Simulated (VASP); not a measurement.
# Si2C (P6/mmm) in VASP: further runs

Si2C is run at these levels: PBE; tasks: single point, relaxation of cell and atoms.

Program: VASP 6.6.1. These are calculated values, not measurements. Logs are shortened: lines on timing, memory, paths and dates and some standing lists are left out, and cuts for length are marked.

**1. The cell of the first run**

Symmetry: P6/mmm, No. 191, hexagonal system. The conventional cell has a = 4.042 Å, b = 4.042 Å, c = 7.171 Å, α = 90.00°, β = 90.00°, γ = 120.00°. Within 2.5 Å of Si (site symmetry 3m) lie 1 C at 1.90 Å and 3 Si at 2.33 Å. C (site symmetry -6m2) has 2 Si at 1.90 Å and 3 C at 2.33 Å within 2.5 Å.

**2. Single point, PBE**

Input file INCAR:

```
PREC = Accurate
ENCUT = 520
EDIFF = 1E-7
ISMEAR = 0
SIGMA = 0.1
LREAL = F
LASPH = T
NELM = 100
ALGO = Normal
ISIF = 2
LWAVE = F
LCHARG = F
GGA = PE
NBANDS = 21
```

Input file KPOINTS:

```
regular mesh
0
Gamma
  6 6 4
```

Input file POSCAR:

```
Si2C
1.0
    4.0422075434      0.0000000000      0.0000000000
   -2.0211037717      3.5006544200      0.0000000000
    0.0000000000      0.0000000000      7.1708363119
Si C
4 2
Direct
    0.3333333333      0.6666666667      0.7350377192
    0.3333333333      0.6666666667      0.2649622808
    0.6666666667      0.3333333333      0.7350377192
    0.6666666667      0.3333333333      0.2649622808
    0.3333333333      0.6666666667      0.0000000000
    0.6666666667      0.3333333333      0.0000000000
```

Potentials or basis: VASP PAW PBE potentials, release 64 (Si, C).

The run is started by

```console
$ cat potpaw_PBE.64/Si/POTCAR potpaw_PBE.64/C/POTCAR > POTCAR
$ mpirun -np 1 vasp_std > vasp.out
```

OUTCAR:

```text
PREC = Accurate
   ENCUT = 520
   EDIFF = 1E-7
   ISMEAR = 0
   LREAL = F
   LASPH = T
   NELM = 100
   ISIF = 2
   GGA = PE

 ion  position               nearest neighbor table
   1  0.333  0.667  0.735-   5 1.90   3 2.33   3 2.33   3 2.33
   2  0.333  0.667  0.265-   5 1.90   4 2.33   4 2.33   4 2.33
   3  0.667  0.333  0.735-   6 1.90   1 2.33   1 2.33   1 2.33
   4  0.667  0.333  0.265-   6 1.90   2 2.33   2 2.33   2 2.33
   5  0.333  0.667  0.000-   1 1.90   2 1.90
   6  0.667  0.333  0.000-   3 1.90   4 1.90

  LATTYP: Found a hexagonal cell.
 ALAT       =     4.0422075434
 C/A-ratio  =     1.7739901366

  Lattice vectors:

 A1 = (   4.0422075434,   0.0000000000,   0.0000000000)
 A2 = (  -2.0211037717,   3.5006544200,   0.0000000000)
 A3 = (   0.0000000000,   0.0000000000,   7.1708363119)

Analysis of symmetry for initial positions (statically):
=====================================================================
 Subroutine PRICEL returns:
 Original cell was already a primitive cell.

 Routine SETGRP: Setting up the symmetry group for a
 hexagonal supercell.

 Subroutine GETGRP returns: Found 24 space group operations
 (whereof 24 operations were pure point group operations)
 out of a pool of 24 trial point group operations.

The static configuration has the point symmetry D_6h.

Analysis of symmetry for dynamics (positions and initial velocities):
=====================================================================
 Subroutine PRICEL returns:
 Original cell was already a primitive cell.

 Routine SETGRP: Setting up the symmetry group for a
 hexagonal supercell.

 Subroutine GETGRP returns: Found 24 space group operations
 (whereof 24 operations were pure point group operations)
 out of a pool of 24 trial point group operations.

The dynamic configuration has the point symmetry D_6h.

 Subroutine INISYM returns: Found 24 space group operations
 (whereof 24 operations are pure point group operations),
 and found     1 'primitive' translations

----------------------------------------------------------------------------------------

                                     Primitive cell

  volume of cell :     101.4700

  direct lattice vectors                    reciprocal lattice vectors
     4.042207543  0.000000000  0.000000000     0.247389573  0.142830437  0.000000000
    -2.021103772  3.500654420  0.000000000     0.000000000  0.285660874  0.000000000
     0.000000000  0.000000000  7.170836312     0.000000000  0.000000000  0.139453748

  length of vectors
     4.042207543  4.042207543  7.170836312     0.285660874  0.285660874  0.139453748

  position of ions in fractional coordinates (direct lattice)
     0.333333333  0.666666667  0.735037719
     0.333333333  0.666666667  0.264962281
     0.666666667  0.333333333  0.735037719
     0.666666667  0.333333333  0.264962281
     0.333333333  0.666666667  0.000000000
     0.666666667  0.333333333  0.000000000

  ion indices of the primitive-cell ions
   primitive index   ion index
                 1           1
                 2           2
                 3           3
                 4           4
                 5           5
                 6           6

----------------------------------------------------------------------------------------

 KPOINTS: regular mesh

Automatic generation of k-mesh.
 Grid dimensions read from file:
 generate k-points for:    6    6    4

 Generating k-lattice:

  Cartesian coordinates                     Fractional coordinates (reciprocal lattice)
     0.041231596  0.023805073  0.000000000     0.166666667  0.000000000  0.000000000
     0.000000000  0.047610146  0.000000000     0.000000000  0.166666667  0.000000000
     0.000000000  0.000000000  0.034863437     0.000000000  0.000000000  0.250000000

  Length of vectors
     0.047610146  0.047610146  0.034863437

  Shift w.r.t. Gamma in fractional coordinates (k-lattice)
     0.000000000  0.000000000  0.000000000

 Subroutine IBZKPT returns following result:
 ===========================================

 Found     21 irreducible k-points:

 Following reciprocal coordinates:
            Coordinates               Weight
  0.000000  0.000000  0.000000      1.000000
  0.166667 -0.000000  0.000000      6.000000
  0.333333 -0.000000  0.000000      6.000000
  0.500000 -0.000000  0.000000      3.000000
  0.166667  0.166667  0.000000      6.000000
  0.333333  0.166667  0.000000     12.000000
[... 13 lines left out ...]
  0.333333  0.166667  0.500000     12.000000
  0.333333  0.333333  0.500000      2.000000
   k-points           NKPTS =     21   k-points in BZ     NKDIM =     21   number of bands    NBANDS=     21
   number of dos      NEDOS =    301   number of ions     NIONS =      6
   total plane-waves  NPLWV =  48600
   dimension x,y,z NGX =    30 NGY =   30 NGZ =   54
   dimension x,y,z NGXF=    60 NGYF=   60 NGZF=  108
   ions per type =               4   2
   NGX,Y,Z   is equivalent  to a cutoff of  12.34, 12.34, 12.52 a.u.
   NGXF,Y,Z  is equivalent  to a cutoff of  24.68, 24.68, 25.04 a.u.
 SYSTEM =  unknown system
   PREC   = accura    normal or accurate (medium, high low for compatibility)
   ISTART =      0    job   : 0-new  1-cont  2-samecut
   ICHARG =      2    charge: 1-file 2-atom 10-const
   ISPIN  =      1    spin polarized calculation?
   LNONCOLLINEAR =      F non collinear calculations
   LSORBIT =      F    spin-orbit coupling
   LASPH  =      T    aspherical Exc in radial PAW
   ENCUT  =  520.0 eV  38.22 Ry    6.18 a.u.   7.52  7.52 13.33*2*pi/ulx,y,z
   NELM   =    100;   NELMIN=  2; NELMDL= -5     # of ELM steps
   EDIFF  = 0.1E-06   stopping-criterion for ELM
   LREAL  =      F    real-space projection
   EDIFFG = 0.1E-05   stopping-criterion for IOM
   NSW    =      0    number of steps for IOM
   IBRION =     -1    ionic relax: 0-MD 1-quasi-New 2-CG
   NFREE  =      0    steps in history (QN), initial steepest desc. (CG)
   ISIF   =      2    stress and relaxation
   ISYM   =      2    0-nonsym 1-usesym 2-fastsym
   POTIM  = 0.5000    time-step for ionic-motion
   TEBEG  =    0.0;   TEEND  =   0.0 temperature during run
   PSTRESS=    0.0 pullay stress
   NELECT =      24.0000    total number of electrons
   NUPDOWN=      -1.0000    fix difference up-down
   EMIN   =  10.00;   EMAX   =-10.00  energy-range for DOS
   EFERMI =   0.00;   METHOD = LEGACY
   ISMEAR =     0;   SIGMA  =   0.10  broadening in eV -4-tet -1-fermi 0-gaus
   EFERMI_NEDOS =   21; number of points for ismear=-14 and -15
   IALGO  =     38    algorithm
   IMIX   =      4    mixing-type and parameters
     AMIX     =   0.40;   BMIX     =  1.00
     AMIX_MAG =   1.60;   BMIX_MAG =  1.00
  volume/ion in A,a.u.               =      16.91       114.13
  Fermi-wavevector in a.u.,A,eV,Ry     =   1.012432  1.913220 13.946235  1.025019
  Thomas-Fermi vector in A             =   2.145541
   LORBIT       =      0    0 simple, 1 ext, 2 COOP (PROOUT), +10 PAW based schemes
   GGA     = PE    functional components
   LHFCALC =     F    Hartree Fock is set to
   AEXX    =    0.0000 exact exchange contribution
   IVDW    =     0    specifies the selected vdW correction
   LEPSILON=     F    determine dielectric tensor
   LRPA    =     F    only Hartree local field effects (RPA)
 non-spin polarized calculation
 Gauss-broadening in eV      SIGMA  =   0.10
  energy-cutoff  :      520.00
  volume of cell :      101.47
 maximum number of plane-waves:      2755
   NGX = 15   NGY = 15   NGZ = 27

 number of electron      23.9999999 magnetization

 Free energy of the ion-electron system (eV)
  ---------------------------------------------------
  ext. energy  EPLUGINS =         0.00000000
  ---------------------------------------------------
  free energy    TOTEN  =       -33.07354507 eV

  energy without entropy =      -33.06103210  energy(sigma->0) =      -33.06728859

 E-fermi :   5.4427     XC(G=0):  -9.4466

 val. band max:        5.4400221347   @ k =   0.1667   0.1667   0.0000
 cond. band min:       5.4528641909   @ k =   0.5000  -0.0000   0.5000
 fundamental gap:      0.0128420562
 Fermi energy:         5.4427384621

 k-point     1 :       0.0000    0.0000    0.0000
  band No.  band energies     occupation
      1      -8.9624      2.00000
      2      -5.9849      2.00000
      3      -3.7311      2.00000
      4      -2.7526      2.00000
      5       1.2778      2.00000
      6       1.2867      2.00000
[... 13 lines left out ...]
     20       9.4193      0.00000
     21       9.4193      0.00000

 k-point     2 :       0.1667   -0.0000    0.0000
  band No.  band energies     occupation
      1      -8.7280      2.00000
      2      -5.7177      2.00000
      3      -3.5406      2.00000
      4      -3.4661      2.00000
      5       0.3628      2.00000
      6       0.9643      2.00000
[... 13 lines left out ...]
     20       9.7325      0.00000
     21      10.1613      0.00000

 k-point     3 :       0.3333   -0.0000    0.0000
  band No.  band energies     occupation
      1      -8.0770      2.00000
      2      -4.9761      2.00000
      3      -4.9657      2.00000
      4      -2.7157      2.00000
      5      -1.4337      2.00000
      6       0.4744      2.00000
[... 13 lines left out ...]
     20      11.4947      0.00000
     21      11.9103      0.00000
[... 385 lines left out ...]
 k-point    20 :       0.3333    0.1667    0.5000
  band No.  band energies     occupation
      1      -7.4689      2.00000
      2      -5.7685      2.00000
      3      -4.6586      2.00000
      4      -2.6820      2.00000
      5      -0.9417      2.00000
      6      -0.2394      2.00000
[... 13 lines left out ...]
     20      10.7451      0.00000
     21      11.6564      0.00000

 k-point    21 :       0.3333    0.3333    0.5000
  band No.  band energies     occupation
      1      -6.6625      2.00000
      2      -6.6625      2.00000
      3      -3.6943      2.00000
      4      -3.6943      2.00000
      5      -0.7383      2.00000
      6       0.0037      2.00000
[... 13 lines left out ...]
     20      11.1858      0.00000
     21      11.1858      0.00000

------------------------ aborting loop because EDIFF is reached ----------------------------------------

  FORCE on cell =-STRESS in cart. coord.  units (eV):
  Direction    XX          YY          ZZ          XY          YZ          ZX
  --------------------------------------------------------------------------------------
  -------------------------------------------------------------------------------------
  Total       -0.0086539     -0.0086539     -0.0892279      0.0000000      0.0000000      0.0000000
  in kB       -0.1366428     -0.1366428     -1.4088791      0.0000000      0.0000000      0.0000000
  external PRESSURE =      -0.5607216 kB  Pullay stress =       0.0000000 kB

 VOLUME and BASIS-vectors are now :
 -----------------------------------------------------------------------------
  energy-cutoff  :      520.00
  volume of cell :      101.47
      direct lattice vectors                 reciprocal lattice vectors
     4.042207543  0.000000000  0.000000000     0.247389573  0.142830437  0.000000000
    -2.021103772  3.500654420  0.000000000     0.000000000  0.285660874  0.000000000
     0.000000000  0.000000000  7.170836312     0.000000000  0.000000000  0.139453748

 POSITION                                       TOTAL-FORCE (eV/Angst)
 -----------------------------------------------------------------------------------
     -0.00000      2.33377      5.27084         0.000000     -0.000000      0.012394
     -0.00000      2.33377      1.90000         0.000000     -0.000000     -0.012394
      2.02110      1.16688      5.27084        -0.000000      0.000000      0.012394
      2.02110      1.16688      1.90000        -0.000000      0.000000     -0.012394
     -0.00000      2.33377      0.00000        -0.000000      0.000000     -0.000000
      2.02110      1.16688      0.00000        -0.000000     -0.000000      0.000000
 -----------------------------------------------------------------------------------
    total drift:                               -0.000000      0.000000      0.000000

  FREE ENERGIE OF THE ION-ELECTRON SYSTEM (eV)
  ---------------------------------------------------
  free  energy   TOTEN  =       -33.0735450703 eV

  energy  without entropy=      -33.0610321007  energy(sigma->0) =      -33.06728859
```

Wall time 51 s (1 thread of Intel Xeon 6975P-C, shared host); peak memory 0.22 GiB.

Results:

- Free energy: -33.0735 eV
- Pressure: -0.1 GPa
- Largest force: 0.012 eV/Å
- Band gap on the k mesh: zero (band 12 reaches 5.70 eV, above the bottom of band 13 at 5.18 eV)

Forces in eV/Å, atoms in the order of the input:
```
Si   0.000  0.000  0.012
Si   0.000  0.000 -0.012
Si   0.000  0.000  0.012
Si   0.000  0.000 -0.012
C    0.000  0.000  0.000
C    0.000  0.000  0.000
```

Levels at points of the mesh, in eV from the Fermi level:
```tsv
k point	band 10	band 11	band 12	band 13	band 14	band 15
(0.00, 0.00, 0.00)	-1.65	-0.36	0.03	0.03	0.18	0.18
(0.50, 0.00, 0.00)	-2.67	-2.49	-1.00	1.25	1.42	1.50
(0.00, 0.00, 0.50)	-2.00	0.25	0.25	0.55	0.55	1.49
(0.50, 0.00, 0.50)	-3.20	-2.35	-0.39	0.01	1.95	2.59
```

**3. Relaxation of cell and atoms, PBE**

This run uses another cell than the first one, of 14.40 Å³/atom, 0.852 times its volume.

Input file INCAR:

```
SYSTEM = Si2C
PREC     = Accurate       ! precision mode
ENCUT    = 600            ! plane-wave cutoff, eV
EDIFF    = 1E-6           ! SCF threshold, eV
ISMEAR   = 0              ! smearing method
SIGMA    = 0.1            ! smearing width, eV
LREAL    = .FALSE.        ! projectors in reciprocal space
LASPH    = .TRUE.         ! aspherical terms in the spheres
NELM     = 100            ! most SCF steps
ALGO     = Normal         ! electronic algorithm
ISIF     = 3              ! what is computed and relaxed
LWAVE    = .FALSE.        ! write WAVECAR
LCHARG   = .FALSE.        ! write CHGCAR
GGA      = PE             ! functional
IBRION   = 2              ! ionic algorithm
NSW      = 90             ! ionic steps
EDIFFG   = -0.04          ! ionic threshold
```

Input file KPOINTS:

```
regular mesh
0
G
  6 6 2
  0 0 0
```

Input file POSCAR:

```
Si2C
1.0
    2.8155951400      0.0000000000      0.0000000000
   -1.4077975700      2.4383769200      0.0000000000
    0.0000000000      0.0000000000     12.5864962000
Si C
4 2
Direct
    0.3333333300      0.6666666700      0.6666666700
    0.3333333300      0.6666666700      0.3333333300
    0.6666666700      0.3333333300      0.6666666700
    0.6666666700      0.3333333300      0.3333333300
    0.3333333300      0.6666666700      0.0000000000
    0.6666666700      0.3333333300      0.0000000000
```

Potentials or basis: VASP PAW PBE potentials, release 64 (Si, C).

The run is started by

```console
$ cat potpaw_PBE.64/Si/POTCAR potpaw_PBE.64/C/POTCAR > POTCAR
$ mpirun -np 1 vasp_std > vasp.out
```

Run time: 17 min. Hardware: 1 thread of Intel Xeon 6975P-C, shared host; peak memory 0.25 GiB.

The run converged. Its results:

```
Free energy                            : -32.8964 eV
Relaxed volume                         : 16.75 Å³/atom
Relaxed cell                           : a = 3.989 Å, b = 3.989 Å, c = 7.290 Å, α = 90.00°, β = 90.00°, γ = 120.00°
Space group after relaxing (to 0.05 Å) : P6/mmm (No. 191)
Energy gained by relaxing              : 5941.6 meV/atom
Ionic steps                            : 52
Pressure after relaxing                : 0.0 GPa
Largest force after relaxing           : 0.005 eV/Å
Band gap on the k mesh                 : zero (band 12 reaches 5.89 eV, above the bottom of band 13 at 5.17 eV)
```

Forces in eV/Å, atoms in the order of the input:
```
Si   0.000  0.000  0.005
Si   0.000  0.000 -0.005
Si   0.000  0.000  0.005
Si   0.000  0.000 -0.005
C    0.000  0.000  0.000
C    0.000  0.000  0.000
```

Stress tensor (GPa, compression positive):
```
-0.03  0.00  0.00
 0.00 -0.03  0.00
 0.00  0.00  0.13
```

The path:
```
step  energy change (eV)  largest force (eV/Å)  pressure (GPa)  volume (Å³)
   1              0.0000                0.0128          164.69        86.41
   3            -15.4566                0.1847           -9.07       317.70
   5            -29.1215                0.0361           -7.65       167.28
   7            -29.7911                0.0338           -2.61       154.30
   9            -29.8419                0.0311           -0.61       150.70
  11            -29.8443                0.0311           -0.04       149.51
  13            -29.8490                0.0363           -0.03       147.81
  15            -29.8792                0.0729           -0.08       140.17
  17            -30.6721                0.4731            0.88       109.51
  19            -31.1466                0.4276            2.02       102.04
  21            -32.8203                3.2779           27.87        76.86
  23            -33.0784                2.2768           16.50        82.33
  25            -33.1096                2.3463           18.57        81.09
  27            -33.4946                2.1368           13.28        83.44
  29            -34.3745                2.0667           -2.35        93.28
  31            -34.5230                2.1124           -8.67        99.94
  33            -35.3561                0.4024           -3.63        99.25
  35            -35.4177                0.2555           -1.79        97.61
  37            -35.3726                0.4301           10.10        89.18
  39            -35.5410                0.1319            2.02        94.13
  41            -35.5687                0.3208            1.60        94.42
  43            -35.5917                0.3455            0.49        95.73
  45            -35.6308                0.1234           -0.42        98.30
  47            -35.6436                0.0103            0.58        98.67
  49            -35.6481                0.0259            0.41        99.67
  51            -35.6494                0.0474           -0.19       100.46
  52            -35.6499                0.0049            0.02       100.47
```

Final structure:
```xyz
6
Lattice="3.9892 0.0000 0.0000 -1.9946 3.4548 0.0000 0.0000 0.0000 7.2903" Properties=species:S:1:pos:R:3 pbc="T T T"
Si    0.0000    2.3032    5.3708
Si    0.0000    2.3032    1.9196
Si    1.9946    1.1516    5.3708
Si    1.9946    1.1516    1.9196
C     0.0000    2.3032    0.0000
C     1.9946    1.1516    0.0000
```

Levels at points of the mesh, in eV from the Fermi level:
| k point | band 10 | band 11 | band 12 | band 13 | band 14 | band 15 |
| --- | --- | --- | --- | --- | --- | --- |
| (0.00, 0.00, 0.00) | -1.67 | -0.61 | 0.00 | 0.00 | 0.29 | 0.29 |
| (0.50, 0.00, 0.00) | -2.60 | -2.55 | -1.07 | 1.17 | 1.44 | 1.51 |
| (0.00, 0.00, 0.50) | -1.97 | 0.36 | 0.36 | 0.43 | 0.43 | 1.91 |
| (0.50, 0.00, 0.50) | -3.21 | -2.34 | -0.56 | 0.11 | 2.20 | 2.55 |

Caveat: the k points lie up to 0.43 Å⁻¹ apart in the final cell; the volume moved by over 15 % at a fixed basis, so the end points are rough.

(Part 1 of 2 ends here.)
